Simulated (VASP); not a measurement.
A run of VASP 6.6.1 is set up as follows.

File INCAR:

```
SYSTEM = WS2
PREC = Accurate ; ENCUT = 500
EDIFF = 1E-6 ; ISMEAR = 0
SIGMA = 0.025 ; LREAL = .False.
LASPH = .True. ; NELM = 120
ALGO = Normal ; ISIF = 2
LWAVE = .False. ; LCHARG = .False.
GGA = LIBXC ; LIBXC1 = GGA_X_PBE
LIBXC2 = LDA_C_PW ; NBANDS = 20
GGA_COMPAT = .False.
```

KPOINTS

```
regular mesh
0
Gamma
  10 10 10
  0 0 0
```

File POSCAR:

```
WS2
1.0
    1.5997786986      0.9236326623      6.2444391255
   -1.5997786986      0.9236326623      6.2444391255
    0.0000000000     -1.8472653246      6.2444391255
W S
1 2
Direct
    0.0000000000      0.0000000000      0.0000000000
    0.5810000000      0.5810000000      0.5810000000
    0.7503000000      0.7503000000      0.7503000000
```

Potentials or basis: VASP PAW PBE potentials, release 64 (W_sv, S).

The run is started by

```bash
$ cat potpaw_PBE.64/W_sv/POTCAR potpaw_PBE.64/S/POTCAR > POTCAR
$ mpirun -np 1 vasp_std > vasp.out
```

Q: Predict the pressure.

A: 7.6 GPa.

Q: What does it give for the band gap on the k mesh?

A: 1.17 eV (least direct gap 2.11 eV).

Q: Estimate the largest force.

A: 0.556 eV/Å.

Forces in eV/Å, atoms in the order of the input:
```
W    0.000  0.000 -0.556
S    0.000  0.000  0.324
S    0.000  0.000  0.232
```

Caveat: the cell stands under pressure; the PAW data sets were made with another functional, which shifts forces and pressure a little; spin-orbit coupling is left out, which moves the levels of the heavy elements. A k mesh can miss the band edges.
